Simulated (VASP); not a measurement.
# NaCl (Fm-3m) in VASP: notebook

The runs below take NaCl through single point, with PBEsol+D3(BJ), revPBE+D3(BJ), PBE+D4, RPBE.

Program: VASP 6.6.1. These are calculated values, not measurements. Logs are shortened: lines on timing, memory, paths and dates and some standing lists are left out, and cuts for length are marked.

## (1) The cell of the first run

It takes space group Fm-3m (No. 225, cubic). The conventional cell has a = 5.496 Å, b = 5.496 Å, c = 5.496 Å, α = 90.00°, β = 90.00°, γ = 90.00°. Within 3.6 Å of Cl (site symmetry m-3m) lie 6 Na at 2.75 Å. Within 3.6 Å of Na (site symmetry m-3m) lie 6 Cl at 2.75 Å.

## (2) Single point, PBEsol+D3(BJ)

The input, INCAR:

```
SYSTEM = NaCl
  PREC = Accurate
  ENCUT = 520
  EDIFF = 1E-6
  ISMEAR = -1
  SIGMA = 0.05
  LREAL = .False.
  LASPH = .True.
  NELM = 60
  ALGO = Normal
  ISIF = 2
  LWAVE = .False.
  LCHARG = .True.
  GGA = PS
  IVDW = 12
  LELF = .True.
  LVHAR = .True.
  NBANDS = 14
```

The input, KPOINTS:

```
regular mesh
0
Gamma
  8 8 8
  0 0 0
```

The input, POSCAR:

```
NaCl
1.0
    0.0000000000      2.7481413144      2.7481413144
    2.7481413144      0.0000000000      2.7481413144
    2.7481413144      2.7481413144      0.0000000000
Cl Na
1 1
Direct
    0.5000000000      0.5000000000      0.5000000000
    0.0000000000      0.0000000000      0.0000000000
```

Potentials or basis: VASP PAW PBE potentials, release 64 (Cl, Na_pv).

Command:

```bash
$ cat potpaw_PBE.64/Cl/POTCAR potpaw_PBE.64/Na_pv/POTCAR > POTCAR
$ mpirun -np 1 vasp_std > vasp.out
```

OUTCAR:

```text
SYSTEM = NaCl
   PREC = Accurate
   ENCUT = 520
   EDIFF = 1E-6
   ISMEAR = -1
   LREAL = .False.
   LASPH = .True.
   NELM = 60
   ISIF = 2
   GGA = PS
   IVDW = 12
 IVDW          = 12

 ion  position               nearest neighbor table
   1  0.500  0.500  0.500-
   2  0.000  0.000  0.000-

  LATTYP: Found a face centered cubic cell.
 ALAT       =     5.4962826288

  Lattice vectors:

 A1 = (   0.0000000000,   2.7481413144,   2.7481413144)
 A2 = (   2.7481413144,   0.0000000000,   2.7481413144)
 A3 = (   2.7481413144,   2.7481413144,   0.0000000000)

Analysis of symmetry for initial positions (statically):
=====================================================================
 Subroutine PRICEL returns:
 Original cell was already a primitive cell.

 Routine SETGRP: Setting up the symmetry group for a
 face centered cubic supercell.

 Subroutine GETGRP returns: Found 48 space group operations
 (whereof 48 operations were pure point group operations)
 out of a pool of 48 trial point group operations.

The static configuration has the point symmetry O_h .

Analysis of symmetry for dynamics (positions and initial velocities):
=====================================================================
 Subroutine PRICEL returns:
 Original cell was already a primitive cell.

 Routine SETGRP: Setting up the symmetry group for a
 face centered cubic supercell.

 Subroutine GETGRP returns: Found 48 space group operations
 (whereof 48 operations were pure point group operations)
 out of a pool of 48 trial point group operations.

The dynamic configuration has the point symmetry O_h .

 Subroutine INISYM returns: Found 48 space group operations
 (whereof 48 operations are pure point group operations),
 and found     1 'primitive' translations

----------------------------------------------------------------------------------------

                                     Primitive cell

  volume of cell :      41.5095

  direct lattice vectors                    reciprocal lattice vectors
     0.000000000  2.748141314  2.748141314    -0.181941153  0.181941153  0.181941153
     2.748141314  0.000000000  2.748141314     0.181941153 -0.181941153  0.181941153
     2.748141314  2.748141314  0.000000000     0.181941153  0.181941153 -0.181941153

  length of vectors
     3.886458718  3.886458718  3.886458718     0.315131321  0.315131321  0.315131321

  position of ions in fractional coordinates (direct lattice)
     0.500000000  0.500000000  0.500000000
     0.000000000  0.000000000  0.000000000

  ion indices of the primitive-cell ions
   primitive index   ion index
                 1           1
                 2           2

----------------------------------------------------------------------------------------

 KPOINTS: regular mesh

Automatic generation of k-mesh.
 Grid dimensions read from file:
 generate k-points for:    8    8    8

 Generating k-lattice:

  Cartesian coordinates                     Fractional coordinates (reciprocal lattice)
    -0.022742644  0.022742644  0.022742644     0.125000000  0.000000000  0.000000000
     0.022742644 -0.022742644  0.022742644     0.000000000  0.125000000  0.000000000
     0.022742644  0.022742644 -0.022742644     0.000000000  0.000000000  0.125000000

  Length of vectors
     0.039391415  0.039391415  0.039391415

  Shift w.r.t. Gamma in fractional coordinates (k-lattice)
     0.000000000  0.000000000  0.000000000

 Subroutine IBZKPT returns following result:
 ===========================================

 Found     29 irreducible k-points:

 Following reciprocal coordinates:
            Coordinates               Weight
  0.000000  0.000000  0.000000      1.000000
  0.125000  0.000000  0.000000      8.000000
  0.250000  0.000000  0.000000      8.000000
  0.375000  0.000000  0.000000      8.000000
  0.500000  0.000000  0.000000      4.000000
  0.125000  0.125000  0.000000      6.000000
[... 16 lines left out ...]
  0.500000  0.250000  0.125000     48.000000
 -0.375000  0.250000  0.125000     24.000000
 [... further k-points ...]
   k-points           NKPTS =     29   k-points in BZ     NKDIM =     29   number of bands    NBANDS=     14
   number of dos      NEDOS =    301   number of ions     NIONS =      2
   total plane-waves  NPLWV =  27000
   dimension x,y,z NGX =    30 NGY =   30 NGZ =   30
   dimension x,y,z NGXF=    60 NGYF=   60 NGZF=   60
   ions per type =               1   1
   NGX,Y,Z   is equivalent  to a cutoff of  12.83, 12.83, 12.83 a.u.
   NGXF,Y,Z  is equivalent  to a cutoff of  25.67, 25.67, 25.67 a.u.
 SYSTEM =  NaCl
   PREC   = accura    normal or accurate (medium, high low for compatibility)
   ISTART =      0    job   : 0-new  1-cont  2-samecut
   ICHARG =      2    charge: 1-file 2-atom 10-const
   ISPIN  =      1    spin polarized calculation?
   LNONCOLLINEAR =      F non collinear calculations
   LSORBIT =      F    spin-orbit coupling
   LASPH  =      T    aspherical Exc in radial PAW
   ENCUT  =  520.0 eV  38.22 Ry    6.18 a.u.   7.23  7.23  7.23*2*pi/ulx,y,z
   NELM   =     60;   NELMIN=  2; NELMDL= -5     # of ELM steps
   EDIFF  = 0.1E-05   stopping-criterion for ELM
   LREAL  =      F    real-space projection
   EDIFFG = 0.1E-04   stopping-criterion for IOM
   NSW    =      0    number of steps for IOM
   IBRION =     -1    ionic relax: 0-MD 1-quasi-New 2-CG
   NFREE  =      0    steps in history (QN), initial steepest desc. (CG)
   ISIF   =      2    stress and relaxation
   ISYM   =      2    0-nonsym 1-usesym 2-fastsym
   POTIM  = 0.5000    time-step for ionic-motion
   TEBEG  =    0.0;   TEEND  =   0.0 temperature during run
   PSTRESS=    0.0 pullay stress
   NELECT =      14.0000    total number of electrons
   NUPDOWN=      -1.0000    fix difference up-down
   EMIN   =  10.00;   EMAX   =-10.00  energy-range for DOS
   EFERMI =   0.00;   METHOD = LEGACY
   ISMEAR =    -1;   SIGMA  =   0.05  broadening in eV -4-tet -1-fermi 0-gaus
   EFERMI_NEDOS =   21; number of points for ismear=-14 and -15
   IALGO  =     38    algorithm
   IMIX   =      4    mixing-type and parameters
     AMIX     =   0.40;   BMIX     =  1.00
     AMIX_MAG =   1.60;   BMIX_MAG =  1.00
  volume/ion in A,a.u.               =      20.75       140.06
  Fermi-wavevector in a.u.,A,eV,Ry     =   1.139555  2.153446 17.668315  1.298585
  Thomas-Fermi vector in A             =   2.276258
   LORBIT       =      0    0 simple, 1 ext, 2 COOP (PROOUT), +10 PAW based schemes
   GGA     = PS    functional components
   LHFCALC =     F    Hartree Fock is set to
   AEXX    =    0.0000 exact exchange contribution
   IVDW    =    12    specifies the selected vdW correction
   LEPSILON=     F    determine dielectric tensor
   LRPA    =     F    only Hartree local field effects (RPA)
 non-spin polarized calculation
  energy-cutoff  :      520.00
  volume of cell :       41.51
 maximum number of plane-waves:      1139
 NGX is ok and might be reduce to    30
   NGX = 15   NGY = 15   NGZ = 15

 number of electron      14.0000005 magnetization

 Free energy of the ion-electron system (eV)
  ---------------------------------------------------
  ext. energy  EPLUGINS =         0.00000000
  ---------------------------------------------------
  free energy    TOTEN  =        -6.98493427 eV

  energy without entropy =       -6.98493427  energy(sigma->0) =       -6.98493427

 E-fermi :   0.6943     XC(G=0):  -8.6798

 val. band max:       -0.3140293694   @ k =   0.0000   0.0000   0.0000
 cond. band min:       4.9167184597   @ k =   0.0000   0.0000   0.0000
 fundamental gap:      5.2307478291
 Fermi energy:         0.6942907906

 k-point     1 :       0.0000    0.0000    0.0000
  band No.  band energies     occupation
      1     -20.8325      2.00000
      2     -20.8325      2.00000
      3     -20.8325      2.00000
      4     -13.1498      2.00000
      5      -0.3140      2.00000
      6      -0.3140      2.00000
      7      -0.3140      2.00000
      8       4.9167      0.00000
      9      10.7492      0.00000
     10      10.7492      0.00000
     11      10.7492      0.00000
     12      13.0757      0.00000
     13      13.0757      0.00000
     14      14.5718      0.00000

 k-point     2 :       0.1250    0.0000    0.0000
  band No.  band energies     occupation
      1     -20.8391      2.00000
      2     -20.8329      2.00000
      3     -20.8329      2.00000
      4     -13.0896      2.00000
      5      -0.7436      2.00000
      6      -0.3632      2.00000
      7      -0.3632      2.00000
      8       5.4533      0.00000
      9      10.1915      0.00000
     10      10.9640      0.00000
     11      10.9640      0.00000
     12      12.8319      0.00000
     13      12.8319      0.00000
     14      15.6169      0.00000

 k-point     3 :       0.2500    0.0000    0.0000
  band No.  band energies     occupation
      1     -20.8549      2.00000
      2     -20.8340      2.00000
      3     -20.8340      2.00000
      4     -12.9393      2.00000
      5      -1.5833      2.00000
      6      -0.4778      2.00000
      7      -0.4778      2.00000
      8       6.4261      0.00000
      9       9.7266      0.00000
     10      11.1159      0.00000
     11      11.1159      0.00000
     12      13.0622      0.00000
     13      13.0622      0.00000
     14      15.7551      0.00000

 k-point     4 :       0.3750    0.0000    0.0000
  band No.  band energies     occupation
      1     -20.8704      2.00000
      2     -20.8350      2.00000
      3     -20.8350      2.00000
      4     -12.7813      2.00000
      5      -2.2758      2.00000
      6      -0.5868      2.00000
      7      -0.5868      2.00000
      8       6.8581      0.00000
      9      10.2628      0.00000
     10      10.8592      0.00000
     11      10.8592      0.00000
     12      14.4895      0.00000
     13      14.4895      0.00000
     14      15.1967      0.00000

 k-point     5 :       0.5000    0.0000    0.0000
  band No.  band energies     occupation
      1     -20.8768      2.00000
      2     -20.8355      2.00000
      3     -20.8355      2.00000
      4     -12.7134      2.00000
      5      -2.5371      2.00000
      6      -0.6304      2.00000
      7      -0.6304      2.00000
      8       6.8871      0.00000
      9      10.7258      0.00000
     10      10.7258      0.00000
     11      10.8152      0.00000
[... 276 lines left out ...]
 k-point    22 :       0.3750    0.2500    0.1250
  band No.  band energies     occupation
      1     -20.8571      2.00000
      2     -20.8405      2.00000
      3     -20.8358      2.00000
      4     -12.8424      2.00000
      5      -1.7556      2.00000
      6      -0.8608      2.00000
      7      -0.6133      2.00000
      8       7.3674      0.00000
      9       8.9192      0.00000
     10      10.3581      0.00000
     11      12.0599      0.00000
     12      12.3626      0.00000
     13      14.6877      0.00000
     14      18.2401      0.00000

 k-point    23 :       0.5000    0.2500    0.1250
  band No.  band energies     occupation
      1     -20.8646      2.00000
      2     -20.8436      2.00000
      3     -20.8375      2.00000
      4     -12.7255      2.00000
      5      -2.0908      2.00000
      6      -1.1195      2.00000
      7      -0.7390      2.00000
      8       7.9648      0.00000
      9       9.3800      0.00000
     10       9.7092      0.00000
     11      11.7836      0.00000
     12      13.6305      0.00000
     13      16.1824      0.00000
     14      16.6051      0.00000

 k-point    24 :      -0.3750    0.2500    0.1250
  band No.  band energies     occupation
      1     -20.8678      2.00000
      2     -20.8443      2.00000
      3     -20.8387      2.00000
      4     -12.6758      2.00000
      5      -2.2267      2.00000
      6      -1.2113      2.00000
      7      -0.8003      2.00000
      8       8.0210      0.00000
      9       9.4322      0.00000
     10      10.1249      0.00000
     11      11.5878      0.00000
     12      14.3068      0.00000
     13      15.7106      0.00000
     14      16.7481      0.00000

 [... further k-points ...]

------------------------ aborting loop because EDIFF is reached ----------------------------------------

 Edisp (eV)   -0.41489

 E8    (eV) :    -0.2666

  FORCE on cell =-STRESS in cart. coord.  units (eV):
  Direction    XX          YY          ZZ          XY          YZ          ZX
  --------------------------------------------------------------------------------------
  -------------------------------------------------------------------------------------
  Total       0.02148     0.02148     0.02148     0.00000     0.00000     0.00000
  in kB       0.82890     0.82890     0.82890     0.00000     0.00000     0.00000
  external pressure =        0.83 kB  Pullay stress =        0.00 kB

 VOLUME and BASIS-vectors are now :
 -----------------------------------------------------------------------------
  energy-cutoff  :      520.00
  volume of cell :       41.51
      direct lattice vectors                 reciprocal lattice vectors
     0.000000000  2.748141314  2.748141314    -0.181941153  0.181941153  0.181941153
     2.748141314  0.000000000  2.748141314     0.181941153 -0.181941153  0.181941153
     2.748141314  2.748141314  0.000000000     0.181941153  0.181941153 -0.181941153

 POSITION                                       TOTAL-FORCE (eV/Angst)
 -----------------------------------------------------------------------------------
      2.74814      2.74814      2.74814         0.000000     -0.000000      0.000000
      0.00000      0.00000      0.00000        -0.000000      0.000000     -0.000000
 -----------------------------------------------------------------------------------
    total drift:                               -0.000000      0.000000      0.000000

  FREE ENERGIE OF THE ION-ELECTRON SYSTEM (eV)
  ---------------------------------------------------
  free  energy   TOTEN  =        -7.3998238745 eV

  energy  without entropy=       -7.3998238744  energy(sigma->0) =       -7.39982387
```

Run time: 26 s. Hardware: 1 thread of Intel Xeon 8259CL, shared host; peak memory 0.17 GiB.

What came out:

* Free energy: -7.3998 eV
* Pressure: 0.1 GPa
* Band gap on the k mesh: 5.23 eV
* Dispersion energy per atom: -0.207 eV

Caveat: the PAW data sets were made with another functional, which shifts forces and pressure a little.

## (3) Single point, revPBE+D3(BJ)

This run uses another cell than the first one, of 21.81 Å³/atom.

The input, INCAR:

```
SYSTEM = NaCl
PREC = Accurate
ENCUT = 520
EDIFF = 1E-6
ISMEAR = -1
SIGMA = 0.05
LREAL = .FALSE.
LASPH = .TRUE.
NELM = 60
ALGO = Normal
ISIF = 2
LWAVE = .FALSE.
LCHARG = .FALSE.
GGA = RE
IVDW = 12
NBANDS = 14
```

The input, KPOINTS:

```
regular mesh
0
G
  8 8 8
  0 0 0
```

The input, POSCAR:

```
NaCl
1.0
    0.0000000000      2.7940632177      2.7940632177
    2.7940632177      0.0000000000      2.7940632177
    2.7940632177      2.7940632177      0.0000000000
Cl Na
1 1
Direct
    0.5000000000      0.5000000000      0.5000000000
    0.0000000000      0.0000000000      0.0000000000
```

Potentials or basis: VASP PAW PBE potentials, release 64 (Cl, Na_pv).

Command:

```bash
$ cat potpaw_PBE.64/Cl/POTCAR potpaw_PBE.64/Na_pv/POTCAR > POTCAR
$ mpirun -np 1 vasp_std > vasp.out
```

It took 30 s on 1 thread of Intel Xeon 8259CL, shared host; peak memory 0.17 GiB.

Results (log left out):

```
Free energy                : -7.2445 eV
Pressure                   : -0.1 GPa
Band gap on the k mesh     : 5.49 eV
Dispersion energy per atom : -0.420 eV
```

Levels at points of the mesh, in eV from the valence-band top:
```tsv
k point	band 3	band 4	band 5	band 6	band 7	band 8	band 9	band 10	band 11	band 12
(0.00, 0.00, 0.00)	-20.78	-12.71	0.00	0.00	0.00	5.49	11.29	11.29	11.29	13.44
(0.50, 0.00, 0.00)	-20.78	-12.35	-1.95	-0.27	-0.27	7.55	11.10	11.20	11.20	15.47
(0.50, 0.50, 0.00)	-20.79	-12.30	-1.69	-0.61	-0.61	7.85	8.25	11.77	15.30	15.30
```

Caveat: the PAW data sets were made with another functional, which shifts forces and pressure a little.

(Part 1 of 2 ends here.)
